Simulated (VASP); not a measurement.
# CaO (I4/mmm) in VASP: further runs

The runs below take CaO through single point, with PBE.

Everything below comes from runs of VASP 6.6.1. Logs are shortened: lines on timing, memory, paths and dates and some standing lists are left out, and cuts for length are marked.

**1. The cell of the first run**

It takes space group I4/mmm (No. 139, tetragonal). The conventional cell has a = 3.602 Å, b = 3.602 Å, c = 4.506 Å, α = 90.00°, β = 90.00°, γ = 90.00°. Ca (site symmetry 4/mmm) has 6 O at 2.25 to 2.55 Å within 3.0 Å. O (site symmetry 4/mmm) has 6 Ca at 2.25 to 2.55 Å within 3.0 Å.

**2. Single point, PBE (strain +0.040 along x and y, -0.080 along z)**

INCAR

```
PREC = Accurate
ENCUT = 600
EDIFF = 1E-6
ISMEAR = 0
SIGMA = 0.05
LREAL = F
LASPH = T
NELM = 120
ALGO = Normal
ISIF = 2
LWAVE = F
LCHARG = F
GGA = PE
NBANDS = 15
GGA_COMPAT = F
```

KPOINTS

```
regular mesh
0
Gamma
  8 8 8
```

POSCAR

```
CaO
1.0
    0.0000000000      2.5469600000      2.2530800000
    2.5469600000      0.0000000000      2.2530800000
    2.5469600000      2.5469600000      0.0000000000
Ca O
1 1
Direct
    0.0000000000      0.0000000000      0.0000000000
    0.5000000000      0.5000000000      0.5000000000
```

Potentials or basis: VASP PAW PBE potentials, release 64 (Ca_sv, O).

Run with:

```bash
> cat potpaw_PBE.64/Ca_sv/POTCAR potpaw_PBE.64/O/POTCAR > POTCAR
> mpirun -np 1 vasp_std > vasp.out
```

OUTCAR:

```text
PREC = Accurate
   ENCUT = 600
   EDIFF = 1E-6
   ISMEAR = 0
   LREAL = F
   LASPH = T
   NELM = 120
   ISIF = 2
   GGA = PE

 ion  position               nearest neighbor table
   1  0.000  0.000  0.000-   2 2.25   2 2.25   2 2.55   2 2.55   2 2.55   2 2.55
   2  0.500  0.500  0.500-   1 2.25   1 2.25   1 2.55   1 2.55   1 2.55   1 2.55

  LATTYP: Found a body centered tetragonal cell.
 ALAT       =     3.6019453748
 C/A-ratio  =     1.2510350744

  Lattice vectors:

 A1 = (   0.0000000000,  -2.5469600000,  -2.2530800000)
 A2 = (   0.0000000000,   2.5469600000,  -2.2530800000)
 A3 = (   2.5469600000,   0.0000000000,   2.2530800000)

Analysis of symmetry for initial positions (statically):
=====================================================================
 Subroutine PRICEL returns:
 Original cell was already a primitive cell.

 Routine SETGRP: Setting up the symmetry group for a
 body centered tetragonal supercell.

 Subroutine GETGRP returns: Found 16 space group operations
 (whereof 16 operations were pure point group operations)
 out of a pool of 16 trial point group operations.

The static configuration has the point symmetry D_4h.

Analysis of symmetry for dynamics (positions and initial velocities):
=====================================================================
 Subroutine PRICEL returns:
 Original cell was already a primitive cell.

 Routine SETGRP: Setting up the symmetry group for a
 body centered tetragonal supercell.

 Subroutine GETGRP returns: Found 16 space group operations
 (whereof 16 operations were pure point group operations)
 out of a pool of 16 trial point group operations.

The dynamic configuration has the point symmetry D_4h.

 Subroutine INISYM returns: Found 16 space group operations
 (whereof 16 operations are pure point group operations),
 and found     1 'primitive' translations

----------------------------------------------------------------------------------------

                                     Primitive cell

  volume of cell :      29.2315

  direct lattice vectors                    reciprocal lattice vectors
     0.000000000  2.546960000  2.253080000    -0.196312467  0.196312467  0.221918441
     2.546960000  0.000000000  2.253080000     0.196312467 -0.196312467  0.221918441
     2.546960000  2.546960000  0.000000000     0.196312467  0.196312467 -0.221918441

  length of vectors
     3.400496247  3.400496247  3.601945375     0.355422233  0.355422233  0.355422233

  position of ions in fractional coordinates (direct lattice)
     0.000000000  0.000000000  0.000000000
     0.500000000  0.500000000  0.500000000

  ion indices of the primitive-cell ions
   primitive index   ion index
                 1           1
                 2           2

----------------------------------------------------------------------------------------

 KPOINTS: regular mesh

Automatic generation of k-mesh.
 Grid dimensions read from file:
 generate k-points for:    8    8    8

 Generating k-lattice:

  Cartesian coordinates                     Fractional coordinates (reciprocal lattice)
    -0.024539058  0.024539058  0.027739805     0.125000000  0.000000000  0.000000000
     0.024539058 -0.024539058  0.027739805     0.000000000  0.125000000  0.000000000
     0.024539058  0.024539058 -0.027739805     0.000000000  0.000000000  0.125000000

  Length of vectors
     0.044427779  0.044427779  0.044427779

  Shift w.r.t. Gamma in fractional coordinates (k-lattice)
     0.000000000  0.000000000  0.000000000

 Subroutine IBZKPT returns following result:
 ===========================================

 Found     59 irreducible k-points:

 Following reciprocal coordinates:
            Coordinates               Weight
  0.000000  0.000000  0.000000      1.000000
  0.125000  0.000000  0.000000      8.000000
  0.250000  0.000000  0.000000      8.000000
  0.375000  0.000000  0.000000      8.000000
  0.500000  0.000000  0.000000      4.000000
  0.125000  0.125000  0.000000      2.000000
[... 16 lines left out ...]
  0.250000  0.000000  0.125000     16.000000
  0.375000  0.000000  0.125000     16.000000
 [... further k-points ...]
   k-points           NKPTS =     59   k-points in BZ     NKDIM =     59   number of bands    NBANDS=     15
   number of dos      NEDOS =    301   number of ions     NIONS =      2
   total plane-waves  NPLWV =  23520
   dimension x,y,z NGX =    28 NGY =   28 NGZ =   30
   dimension x,y,z NGXF=    56 NGYF=   56 NGZF=   60
   ions per type =               1   1
   NGX,Y,Z   is equivalent  to a cutoff of  13.69, 13.69, 13.85 a.u.
   NGXF,Y,Z  is equivalent  to a cutoff of  27.38, 27.38, 27.69 a.u.
 SYSTEM =  unknown system
   PREC   = accura    normal or accurate (medium, high low for compatibility)
   ISTART =      0    job   : 0-new  1-cont  2-samecut
   ICHARG =      2    charge: 1-file 2-atom 10-const
   ISPIN  =      1    spin polarized calculation?
   LNONCOLLINEAR =      F non collinear calculations
   LSORBIT =      F    spin-orbit coupling
   LASPH  =      T    aspherical Exc in radial PAW
   ENCUT  =  600.0 eV  44.10 Ry    6.64 a.u.   6.79  6.79  7.19*2*pi/ulx,y,z
   NELM   =    120;   NELMIN=  2; NELMDL= -5     # of ELM steps
   EDIFF  = 0.1E-05   stopping-criterion for ELM
   LREAL  =      F    real-space projection
   EDIFFG = 0.1E-04   stopping-criterion for IOM
   NSW    =      0    number of steps for IOM
   IBRION =     -1    ionic relax: 0-MD 1-quasi-New 2-CG
   NFREE  =      0    steps in history (QN), initial steepest desc. (CG)
   ISIF   =      2    stress and relaxation
   ISYM   =      2    0-nonsym 1-usesym 2-fastsym
   POTIM  = 0.5000    time-step for ionic-motion
   TEBEG  =    0.0;   TEEND  =   0.0 temperature during run
   PSTRESS=    0.0 pullay stress
   NELECT =      16.0000    total number of electrons
   NUPDOWN=      -1.0000    fix difference up-down
   EMIN   =  10.00;   EMAX   =-10.00  energy-range for DOS
   EFERMI =   0.00;   METHOD = LEGACY
   ISMEAR =     0;   SIGMA  =   0.05  broadening in eV -4-tet -1-fermi 0-gaus
   EFERMI_NEDOS =   21; number of points for ismear=-14 and -15
   IALGO  =     38    algorithm
   IMIX   =      4    mixing-type and parameters
     AMIX     =   0.40;   BMIX     =  1.00
     AMIX_MAG =   1.60;   BMIX_MAG =  1.00
  volume/ion in A,a.u.               =      14.62        98.63
  Fermi-wavevector in a.u.,A,eV,Ry     =   1.339156  2.530638 24.399859  1.793339
  Thomas-Fermi vector in A             =   2.467570
   LORBIT       =      0    0 simple, 1 ext, 2 COOP (PROOUT), +10 PAW based schemes
   GGA     = PE    functional components
   LHFCALC =     F    Hartree Fock is set to
   AEXX    =    0.0000 exact exchange contribution
   IVDW    =     0    specifies the selected vdW correction
   LEPSILON=     F    determine dielectric tensor
   LRPA    =     F    only Hartree local field effects (RPA)
 non-spin polarized calculation
 Gauss-broadening in eV      SIGMA  =   0.05
  energy-cutoff  :      600.00
  volume of cell :       29.23
 maximum number of plane-waves:       992
   NGX = 13   NGY = 13   NGZ = 15

 number of electron      16.0000001 magnetization

 Free energy of the ion-electron system (eV)
  ---------------------------------------------------
  ext. energy  EPLUGINS =         0.00000000
  ---------------------------------------------------
  free energy    TOTEN  =       -12.66604099 eV

  energy without entropy =      -12.66604099  energy(sigma->0) =      -12.66604099

 E-fermi :   2.5909     XC(G=0): -10.1984

 val. band max:        2.2837111058   @ k =   0.0000   0.0000   0.0000
 cond. band min:       5.4748312092   @ k =   0.5000   0.5000   0.0000
 fundamental gap:      3.1911201033
 Fermi energy:         2.5909394355

 k-point     1 :       0.0000    0.0000    0.0000
  band No.  band energies     occupation
      1     -35.6982      2.00000
      2     -16.5322      2.00000
      3     -16.5322      2.00000
      4     -16.4680      2.00000
      5     -13.4069      2.00000
      6       1.9665      2.00000
      7       1.9665      2.00000
      8       2.2837      2.00000
      9       6.0209      0.00000
     10       8.0169      0.00000
     11       8.0169      0.00000
     12       8.7434      0.00000
     13       9.0790      0.00000
     14      10.6236      0.00000
     15      16.9677      0.00000

 k-point     2 :       0.1250    0.0000    0.0000
  band No.  band energies     occupation
      1     -35.6858      2.00000
      2     -16.6862      2.00000
      3     -16.5468      2.00000
      4     -16.5008      2.00000
      5     -13.1978      2.00000
      6       1.5159      2.00000
      7       1.7792      2.00000
      8       1.9870      2.00000
      9       6.6675      0.00000
     10       8.1222      0.00000
     11       8.3156      0.00000
     12       8.8013      0.00000
     13       9.3947      0.00000
     14      11.0205      0.00000
     15      17.4413      0.00000

 k-point     3 :       0.2500    0.0000    0.0000
  band No.  band energies     occupation
      1     -35.6559      2.00000
      2     -17.0591      2.00000
      3     -16.5820      2.00000
      4     -16.5098      2.00000
      5     -12.7584      2.00000
      6       0.5879      2.00000
      7       1.3785      2.00000
      8       1.4643      2.00000
      9       8.0035      0.00000
     10       8.3328      0.00000
     11       9.0871      0.00000
     12       9.2490      0.00000
     13      10.1720      0.00000
     14      11.9120      0.00000
     15      17.3782      0.00000
[... 343 lines left out ...]
 k-point    23 :       0.2500    0.0000    0.1250
  band No.  band energies     occupation
      1     -35.6613      2.00000
      2     -16.8958      2.00000
      3     -16.5752      2.00000
      4     -16.5298      2.00000
      5     -13.0102      2.00000
      6       0.6841      2.00000
      7       1.6088      2.00000
      8       1.8730      2.00000
      9       7.5298      0.00000
     10       7.8609      0.00000
     11       9.1462      0.00000
     12       9.5186      0.00000
     13      10.3210      0.00000
     14      11.1821      0.00000
     15      18.0144      0.00000

 k-point    24 :       0.3750    0.0000    0.1250
  band No.  band energies     occupation
      1     -35.6313      2.00000
      2     -17.2025      2.00000
      3     -16.6246      2.00000
      4     -16.5466      2.00000
      5     -12.6375      2.00000
      6       0.1412      2.00000
      7       1.1422      2.00000
      8       1.3666      2.00000
      9       8.0078      0.00000
     10       9.0138      0.00000
     11       9.8359      0.00000
     12      10.0860      0.00000
     13      11.2069      0.00000
     14      11.9480      0.00000
     15      16.6381      0.00000

 [... further k-points ...]

------------------------ aborting loop because EDIFF is reached ----------------------------------------

  FORCE on cell =-STRESS in cart. coord.  units (eV):
  Direction    XX          YY          ZZ          XY          YZ          ZX
  --------------------------------------------------------------------------------------
  -------------------------------------------------------------------------------------
  Total       -1.1461826     -1.1461826      2.4968679      0.0000000      0.0000000     -0.0000000
  in kB      -62.8222581    -62.8222581    136.8533068      0.0000000      0.0000000     -0.0000000
  external PRESSURE =       3.7362635 kB  Pullay stress =       0.0000000 kB

 VOLUME and BASIS-vectors are now :
 -----------------------------------------------------------------------------
  energy-cutoff  :      600.00
  volume of cell :       29.23
      direct lattice vectors                 reciprocal lattice vectors
     0.000000000  2.546960000  2.253080000    -0.196312467  0.196312467  0.221918441
     2.546960000  0.000000000  2.253080000     0.196312467 -0.196312467  0.221918441
     2.546960000  2.546960000  0.000000000     0.196312467  0.196312467 -0.221918441

 POSITION                                       TOTAL-FORCE (eV/Angst)
 -----------------------------------------------------------------------------------
      0.00000      0.00000      0.00000         0.000000     -0.000000      0.000000
      2.54696      2.54696      2.25308        -0.000000      0.000000      0.000000
 -----------------------------------------------------------------------------------
    total drift:                                0.000000      0.000000      0.000000

  FREE ENERGIE OF THE ION-ELECTRON SYSTEM (eV)
  ---------------------------------------------------
  free  energy   TOTEN  =       -12.6660409898 eV

  energy  without entropy=      -12.6660409898  energy(sigma->0) =      -12.66604099
```

It took 53 s on 1 thread of Intel Xeon 8259CL, shared host; peak memory 0.18 GiB.

Results:

```
Free energy            : -12.6660 eV
Pressure               : 0.4 GPa
Band gap on the k mesh : 3.19 eV (least direct gap 3.74 eV)
```

Stress tensor (GPa, compression positive):
```
-6.28  0.00  0.00
 0.00 -6.28  0.00
 0.00  0.00 13.69
```

Caveat: the cell differs from its parent crystal (strain +0.040 along x and y, -0.080 along z); the stress differs along the axes, from -6 to 14 GPa.

(Part 1 of 2 ends here.)
